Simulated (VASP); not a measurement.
Input of a VASP 6.6.1 run:

File POSCAR:

```
CsBr
1.0
    4.2860000000      0.0000000000      0.0000000000
    0.0000000000      4.2860000000      0.0000000000
    0.0000000000      0.0000000000      4.2860000000
Cs Br
1 1
Direct
    0.0000000000      0.0000000000      0.0000000000
    0.5000000000      0.5000000000      0.5000000000
```

Contents of INCAR.step1:

```
ALGO = Normal
EDIFF = 1E-5
EDIFFG = -0.005
ENCUT = 550
GGA = PE
GGA_COMPAT = F
IBRION = 2
ISIF = 3
ISMEAR = -1
LASPH = T
LCHARG = F
LREAL = F
LWAVE = T
NELM = 120
NELMIN = 4
NSW = 100
PREC = Accurate
SIGMA = 0.1
```

Contents of INCAR.step2:

```
ALGO = Normal
EDIFF = 1E-7
EDIFFG = -0.002
ENCUT = 550
GGA_COMPAT = F
IBRION = 2
ISIF = 3
ISMEAR = -1
ISTART = 1
LASPH = T
LCHARG = F
LMIXTAU = T
LREAL = F
LWAVE = F
METAGGA = R2SCAN
NELM = 120
NELMIN = 4
NSW = 100
PREC = Accurate
SIGMA = 0.1
```

File KPOINTS:

```
k-points
0
Gamma
  8 8 8
```

Potentials or basis: VASP PAW PBE potentials, release 64 (Cs_sv, Br).

The run is started by

```bash
$ cat potpaw_PBE.64/Cs_sv/POTCAR potpaw_PBE.64/Br/POTCAR > POTCAR
$ cp INCAR.step1 INCAR
$ mpirun -np 1 vasp_std > vasp.out
$ cp INCAR.step2 INCAR
$ mpirun -np 1 vasp_std > vasp.out
```

Q: Predict the relaxed cell.

A: a = 4.328 Å, b = 4.328 Å, c = 4.328 Å, α = 90.00°, β = 90.00°, γ = 90.00°.

Q: What does it give for the relaxed volume?

A: 40.54 Å³/atom.

Q: Estimate the band gap on the k mesh.

A: 5.16 eV (least direct gap 5.17 eV).

Q: Predict the space group after relaxing (to 0.1 Å).

A: Pm-3m (No. 221).

The path:
| step | energy change (eV) | largest force (eV/Å) | pressure (GPa) | volume (Å³) |
| --- | --- | --- | --- | --- |
| 1 | 0.0000 | 0.0000 | 0.49 | 78.73 |
| 2 | -0.0029 | 0.0000 | 0.19 | 80.10 |
| 3 | -0.0034 | 0.0000 | 0.00 | 81.08 |

Caveat: the PAW data sets were made with another functional, which shifts forces and pressure a little; spin-orbit coupling is left out, which moves the levels of the heavy elements. A k mesh can miss the band edges.
